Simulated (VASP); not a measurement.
# NiO2 (P-3m1) in VASP: notebook

Runs on NiO2. Level: r2SCAN. Tasks: single point, relaxation of cell and atoms.

Everything below comes from runs of VASP 6.6.1. Logs are shortened: lines on timing, memory, paths and dates and some standing lists are left out, and cuts for length are marked.

## Step 1: The cell of the first run

Symmetry: P-3m1, No. 164, trigonal system. Conventional cell: a = 2.775 Å, b = 2.775 Å, c = 4.613 Å, α = 90.00°, β = 90.00°, γ = 120.00°. Ni (site symmetry -3m) has 6 O at 1.86 Å within 2.5 Å. Within 2.5 Å of O (site symmetry 3m) lie 3 Ni at 1.86 Å and 3 O at 2.47 Å.

## Step 2: Single point, r2SCAN

POSCAR reads:

```
NiO2
1.0
    2.7753669704      0.0000000000      0.0000000000
   -1.3876834852      2.4035383012      0.0000000000
    0.0000000000      0.0000000000      4.6133505369
Ni O
1 2
Direct
    0.0000000000      0.0000000000      0.5000000000
    0.6666666667      0.3333333333      0.7035649627
    0.3333333333      0.6666666667      0.2964350373
```

INCAR.step1 reads:

```
PREC = Accurate
ENCUT = 520
ISMEAR = 0
SIGMA = 0.1
LREAL = F
LASPH = T
NELM = 80
NBANDS = 18
GGA = PE
ALGO = Normal
EDIFF = 1E-4
LWAVE = T
LCHARG = F
```

INCAR.step2 reads:

```
PREC = Accurate
ENCUT = 520
EDIFF = 1E-6
ISMEAR = 0
SIGMA = 0.1
LREAL = F
LASPH = T
NELM = 80
ALGO = Normal
ISIF = 2
LWAVE = F
LCHARG = F
METAGGA = R2SCAN
LMIXTAU = T
NBANDS = 18
ISTART = 1
```

KPOINTS reads:

```
Automatic mesh
0
Gamma
  6 6 4
```

Potentials or basis: VASP PAW PBE potentials, release 64 (Ni, O).

Command:

```bash
$ cat potpaw_PBE.64/Ni/POTCAR potpaw_PBE.64/O/POTCAR > POTCAR
$ cp INCAR.step1 INCAR
$ mpirun -np 1 vasp_std > vasp.out
$ cp INCAR.step2 INCAR
$ mpirun -np 1 vasp_std > vasp.out
```

OUTCAR:

```text
PREC = Accurate
   ENCUT = 520
   EDIFF = 1E-6
   ISMEAR = 0
   LREAL = F
   LASPH = T
   NELM = 80
   ISIF = 2
   METAGGA = R2SCAN
   ISTART = 1

 ion  position               nearest neighbor table
   1  0.000  0.000  0.500-   2 1.86   3 1.86   2 1.86   3 1.86   2 1.86   3 1.86
   2  0.667  0.333  0.704-   1 1.86   1 1.86   1 1.86
   3  0.333  0.667  0.296-   1 1.86   1 1.86   1 1.86

  LATTYP: Found a hexagonal cell.
 ALAT       =     2.7753669704
 C/A-ratio  =     1.6622488435

  Lattice vectors:

 A1 = (   2.7753669704,   0.0000000000,   0.0000000000)
 A2 = (  -1.3876834852,   2.4035383012,   0.0000000000)
 A3 = (   0.0000000000,   0.0000000000,   4.6133505369)

Analysis of symmetry for initial positions (statically):
=====================================================================
 Subroutine PRICEL returns:
 Original cell was already a primitive cell.

 Routine SETGRP: Setting up the symmetry group for a
 hexagonal supercell.

 Subroutine GETGRP returns: Found 12 space group operations
 (whereof 12 operations were pure point group operations)
 out of a pool of 24 trial point group operations.

The static configuration has the point symmetry D_3d.

Analysis of symmetry for dynamics (positions and initial velocities):
=====================================================================
 Subroutine PRICEL returns:
 Original cell was already a primitive cell.

 Routine SETGRP: Setting up the symmetry group for a
 hexagonal supercell.

 Subroutine GETGRP returns: Found 12 space group operations
 (whereof 12 operations were pure point group operations)
 out of a pool of 24 trial point group operations.

The dynamic configuration has the point symmetry D_3d.

 Subroutine INISYM returns: Found 12 space group operations
 (whereof 12 operations are pure point group operations),
 and found     1 'primitive' translations

----------------------------------------------------------------------------------------

                                     Primitive cell

  volume of cell :      30.7743

  direct lattice vectors                    reciprocal lattice vectors
     2.775366970  0.000000000  0.000000000     0.360312712  0.208026641  0.000000000
    -1.387683485  2.403538301  0.000000000     0.000000000  0.416053283  0.000000000
     0.000000000  0.000000000  4.613350537     0.000000000  0.000000000  0.216762197

  length of vectors
     2.775366970  2.775366970  4.613350537     0.416053283  0.416053283  0.216762197

  position of ions in fractional coordinates (direct lattice)
     0.000000000  0.000000000  0.500000000
     0.666666667  0.333333333  0.703564963
     0.333333333  0.666666667  0.296435037

  ion indices of the primitive-cell ions
   primitive index   ion index
                 1           1
                 2           2
                 3           3

----------------------------------------------------------------------------------------

 KPOINTS: Automatic mesh

Automatic generation of k-mesh.
 Grid dimensions read from file:
 generate k-points for:    6    6    4

 Generating k-lattice:

  Cartesian coordinates                     Fractional coordinates (reciprocal lattice)
     0.060052119  0.034671107  0.000000000     0.166666667 -0.000000000  0.000000000
     0.000000000  0.069342214  0.000000000     0.000000000  0.166666667  0.000000000
     0.000000000  0.000000000  0.054190549     0.000000000  0.000000000  0.250000000

  Length of vectors
     0.069342214  0.069342214  0.054190549

  Shift w.r.t. Gamma in fractional coordinates (k-lattice)
     0.000000000  0.000000000  0.000000000

 Subroutine IBZKPT returns following result:
 ===========================================

 Found     24 irreducible k-points:

 Following reciprocal coordinates:
            Coordinates               Weight
  0.000000  0.000000  0.000000      1.000000
  0.166667  0.000000  0.000000      6.000000
  0.333333  0.000000  0.000000      6.000000
  0.500000  0.000000  0.000000      3.000000
  0.166667  0.166667  0.000000      6.000000
  0.333333  0.166667  0.000000     12.000000
[... 16 lines left out ...]
  0.333333  0.166667  0.500000     12.000000
  0.333333  0.333333  0.500000      2.000000
   k-points           NKPTS =     24   k-points in BZ     NKDIM =     24   number of bands    NBANDS=     18
   number of dos      NEDOS =    301   number of ions     NIONS =      3
   total plane-waves  NPLWV =  20736
   dimension x,y,z NGX =    24 NGY =   24 NGZ =   36
   dimension x,y,z NGXF=    48 NGYF=   48 NGZF=   72
   ions per type =               1   2
   NGX,Y,Z   is equivalent  to a cutoff of  14.38, 14.38, 12.97 a.u.
   NGXF,Y,Z  is equivalent  to a cutoff of  28.75, 28.75, 25.95 a.u.
 SYSTEM =  unknown system
   PREC   = accura    normal or accurate (medium, high low for compatibility)
   ISTART =      1    job   : 0-new  1-cont  2-samecut
   ICHARG =      0    charge: 1-file 2-atom 10-const
   ISPIN  =      1    spin polarized calculation?
   LNONCOLLINEAR =      F non collinear calculations
   LSORBIT =      F    spin-orbit coupling
   LASPH  =      T    aspherical Exc in radial PAW
   ENCUT  =  520.0 eV  38.22 Ry    6.18 a.u.   5.16  5.16  8.58*2*pi/ulx,y,z
   NELM   =     80;   NELMIN=  2; NELMDL=  0     # of ELM steps
   EDIFF  = 0.1E-05   stopping-criterion for ELM
   LREAL  =      F    real-space projection
   EDIFFG = 0.1E-04   stopping-criterion for IOM
   NSW    =      0    number of steps for IOM
   IBRION =     -1    ionic relax: 0-MD 1-quasi-New 2-CG
   NFREE  =      0    steps in history (QN), initial steepest desc. (CG)
   ISIF   =      2    stress and relaxation
   ISYM   =      2    0-nonsym 1-usesym 2-fastsym
   POTIM  = 0.5000    time-step for ionic-motion
   TEBEG  =    0.0;   TEEND  =   0.0 temperature during run
   PSTRESS=    0.0 pullay stress
   NELECT =      22.0000    total number of electrons
   NUPDOWN=      -1.0000    fix difference up-down
   EMIN   =  10.00;   EMAX   =-10.00  energy-range for DOS
   EFERMI =   0.00;   METHOD = LEGACY
   ISMEAR =     0;   SIGMA  =   0.10  broadening in eV -4-tet -1-fermi 0-gaus
   EFERMI_NEDOS =   21; number of points for ismear=-14 and -15
   IALGO  =     38    algorithm
   IMIX   =      4    mixing-type and parameters
     AMIX     =   0.40;   BMIX     =  1.00
     AMIX_MAG =   1.60;   BMIX_MAG =  1.00
  volume/ion in A,a.u.               =      10.26        69.23
  Fermi-wavevector in a.u.,A,eV,Ry     =   1.463816  2.766211 29.153973  2.142757
  Thomas-Fermi vector in A             =   2.579866
   LORBIT       =      0    0 simple, 1 ext, 2 COOP (PROOUT), +10 PAW based schemes
   METAGGA = R2SCAN    functional components
   LHFCALC =     F    Hartree Fock is set to
   AEXX    =    0.0000 exact exchange contribution
   IVDW    =     0    specifies the selected vdW correction
   LEPSILON=     F    determine dielectric tensor
   LRPA    =     F    only Hartree local field effects (RPA)
 non-spin polarized calculation
 Gauss-broadening in eV      SIGMA  =   0.10
  energy-cutoff  :      520.00
  volume of cell :       30.77
 maximum number of plane-waves:       838
 NGX is ok and might be reduce to    24
   NGX = 11   NGY = 11   NGZ = 17

 number of electron      22.0000002 magnetization

 Free energy of the ion-electron system (eV)
  ---------------------------------------------------
  ext. energy  EPLUGINS =         0.00000000
  ---------------------------------------------------
  free energy    TOTEN  =       -26.46300554 eV

  energy without entropy =      -26.46300554  energy(sigma->0) =      -26.46300554

 E-fermi :   2.7653     XC(G=0): -11.6080

 val. band max:        2.2364993431   @ k =   0.1667   0.0000   0.5000
 cond. band min:       3.7441135636   @ k =   0.3333   0.0000   0.2500
 fundamental gap:      1.5076142205
 Fermi energy:         2.7652734218

 k-point     1 :       0.0000    0.0000    0.0000
  band No.  band energies     occupation
      1     -18.2887      2.00000
      2     -15.7878      2.00000
      3      -3.6366      2.00000
      4      -3.2519      2.00000
      5      -3.2519      2.00000
      6      -0.0965      2.00000
[... 10 lines left out ...]
     17      23.6817      0.00000
     18      23.6817      0.00000

 k-point     2 :       0.1667    0.0000    0.0000
  band No.  band energies     occupation
      1     -17.9271      2.00000
      2     -15.8199      2.00000
      3      -3.3857      2.00000
      4      -3.1990      2.00000
      5      -3.0080      2.00000
      6      -0.9614      2.00000
[... 10 lines left out ...]
     17      21.2362      0.00000
     18      24.1107      0.00000

 k-point     3 :       0.3333    0.0000    0.0000
  band No.  band energies     occupation
      1     -17.0690      2.00000
      2     -15.9452      2.00000
      3      -3.7120      2.00000
      4      -2.5657      2.00000
      5      -2.5551      2.00000
      6      -1.9973      2.00000
[... 10 lines left out ...]
     17      19.3913      0.00000
     18      21.6056      0.00000

 k-point     4 :       0.5000    0.0000    0.0000
  band No.  band energies     occupation
      1     -16.3547      2.00000
      2     -16.2421      2.00000
      3      -4.3963      2.00000
      4      -2.4714      2.00000
      5      -2.1608      2.00000
      6      -1.6214      2.00000
[... 10 lines left out ...]
     17      20.2946      0.00000
     18      20.5568      0.00000

 k-point     5 :       0.1667    0.1667    0.0000
  band No.  band energies     occupation
      1     -17.3168      2.00000
      2     -15.8911      2.00000
      3      -3.3674      2.00000
      4      -2.8448      2.00000
      5      -2.5753      2.00000
      6      -1.8025      2.00000
[... 10 lines left out ...]
     17      19.5229      0.00000
     18      21.6255      0.00000

 k-point     6 :       0.3333    0.1667    0.0000
  band No.  band energies     occupation
      1     -16.5330      2.00000
      2     -16.0618      2.00000
      3      -3.8446      2.00000
      4      -3.0484      2.00000
      5      -2.0177      2.00000
      6      -1.4972      2.00000
[... 10 lines left out ...]
     17      19.7896      0.00000
     18      20.6463      0.00000

 k-point     7 :       0.3333    0.3333    0.0000
  band No.  band energies     occupation
      1     -16.1830      2.00000
      2     -16.1830      2.00000
      3      -3.3225      2.00000
      4      -3.3225      2.00000
      5      -2.7841      2.00000
      6      -1.1455      2.00000
[... 10 lines left out ...]
     17      19.0910      0.00000
     18      21.2447      0.00000

 k-point     8 :       0.0000    0.0000    0.2500
  band No.  band energies     occupation
      1     -18.2382      2.00000
      2     -15.8774      2.00000
      3      -3.3390      2.00000
      4      -3.2475      2.00000
      5      -3.2475      2.00000
      6      -0.0979      2.00000
[... 10 lines left out ...]
     17      23.6861      0.00000
     18      23.6861      0.00000
[... 229 lines left out ...]
     17      21.4783      0.00000
     18      23.4704      0.00000

 k-point    20 :       0.3333    0.0000    0.5000
  band No.  band energies     occupation
      1     -16.9975      2.00000
      2     -16.0262      2.00000
      3      -3.9022      2.00000
      4      -2.7532      2.00000
      5      -2.5816      2.00000
      6      -1.5493      2.00000
[... 10 lines left out ...]
     17      20.3378      0.00000
     18      20.8837      0.00000

 k-point    21 :       0.5000    0.0000    0.5000
  band No.  band energies     occupation
      1     -16.3117      2.00000
      2     -16.2747      2.00000
      3      -4.4981      2.00000
      4      -2.5083      2.00000
      5      -2.5057      2.00000
      6      -1.4743      2.00000
[... 10 lines left out ...]
     17      20.1707      0.00000
     18      21.4057      0.00000

 k-point    22 :       0.1667    0.1667    0.5000
  band No.  band energies     occupation
      1     -17.2348      2.00000
      2     -15.9943      2.00000
      3      -3.6333      2.00000
      4      -2.9028      2.00000
      5      -2.3445      2.00000
      6      -1.5050      2.00000
[... 10 lines left out ...]
     17      19.9182      0.00000
     18      21.3572      0.00000

 k-point    23 :       0.3333    0.1667    0.5000
  band No.  band energies     occupation
      1     -16.4901      2.00000
      2     -16.0992      2.00000
      3      -3.9597      2.00000
      4      -3.1948      2.00000
      5      -2.0406      2.00000
      6      -1.3597      2.00000
[... 10 lines left out ...]
     17      19.8787      0.00000
     18      20.9705      0.00000

 k-point    24 :       0.3333    0.3333    0.5000
  band No.  band energies     occupation
      1     -16.1791      2.00000
      2     -16.1791      2.00000
      3      -3.4464      2.00000
      4      -3.4464      2.00000
      5      -2.6084      2.00000
      6      -1.0330      2.00000
[... 10 lines left out ...]
     17      19.5604      0.00000
     18      19.7417      0.00000

------------------------ aborting loop because EDIFF is reached ----------------------------------------

  FORCE on cell =-STRESS in cart. coord.  units (eV):
  Direction    XX          YY          ZZ          XY          YZ          ZX
  --------------------------------------------------------------------------------------
  -------------------------------------------------------------------------------------
  Total        0.3812436      0.3812436      0.2144560     -0.0000000      0.0000000     -0.0000000
  in kB       19.8483899     19.8483899     11.1650564     -0.0000000      0.0000000     -0.0000000
  external PRESSURE =      16.9539454 kB  Pullay stress =       0.0000000 kB

 VOLUME and BASIS-vectors are now :
 -----------------------------------------------------------------------------
  energy-cutoff  :      520.00
  volume of cell :       30.77
      direct lattice vectors                 reciprocal lattice vectors
     2.775366970  0.000000000  0.000000000     0.360312712  0.208026641  0.000000000
    -1.387683485  2.403538301  0.000000000     0.000000000  0.416053283  0.000000000
     0.000000000  0.000000000  4.613350537     0.000000000  0.000000000  0.216762197

 POSITION                                       TOTAL-FORCE (eV/Angst)
 -----------------------------------------------------------------------------------
      0.00000      0.00000      2.30668        -0.000000      0.000000      0.000000
      1.38768      0.80118      3.24579        -0.000000      0.000000      0.145841
     -0.00000      1.60236      1.36756         0.000000      0.000000     -0.145841
 -----------------------------------------------------------------------------------
    total drift:                               -0.000000      0.000000     -0.000000

  FREE ENERGIE OF THE ION-ELECTRON SYSTEM (eV)
  ---------------------------------------------------
  free  energy   TOTEN  =       -26.4630055389 eV

  energy  without entropy=      -26.4630055389  energy(sigma->0) =      -26.46300554
```

Run time: 22 s. Hardware: 1 thread of Intel Xeon 6975P-C (Granite Rapids), shared host; peak memory 0.15 GiB.

Results:

- Free energy: -26.4630 eV
- Pressure: 1.7 GPa
- Largest force: 0.146 eV/Å
- Band gap on the k mesh: 1.51 eV, indirect (least direct gap 1.91 eV)

Forces in eV/Å, atoms in the order of the input:
```
Ni   0.000  0.000  0.000
O    0.000  0.000  0.146
O    0.000  0.000 -0.146
```

Levels at points of the mesh, in eV from the valence-band top:
```
           k point  band 8  band 9  band 10  band 11  band 12  band 13  band 14  band 15
(0.00, 0.00, 0.00)   -0.80   -0.80    -0.50    -0.47     2.74     2.74     8.90    12.43
(0.50, 0.00, 0.00)   -2.03   -1.95    -1.78    -1.08     2.04     2.69    13.90    14.67
(0.00, 0.00, 0.50)   -1.80   -0.84    -0.84    -0.10     2.78     2.78    11.11    11.25
(0.50, 0.00, 0.50)   -2.03   -1.80    -1.35    -1.20     2.07     2.61    12.97    14.27
```

Caveat: the k points lie up to 0.44 Å⁻¹ apart; the PAW data sets were made with another functional, which shifts forces and pressure a little. r2SCAN opens gaps a little over a GGA but as a rule still falls short of measured ones.

(Part 1 of 2 ends here.)
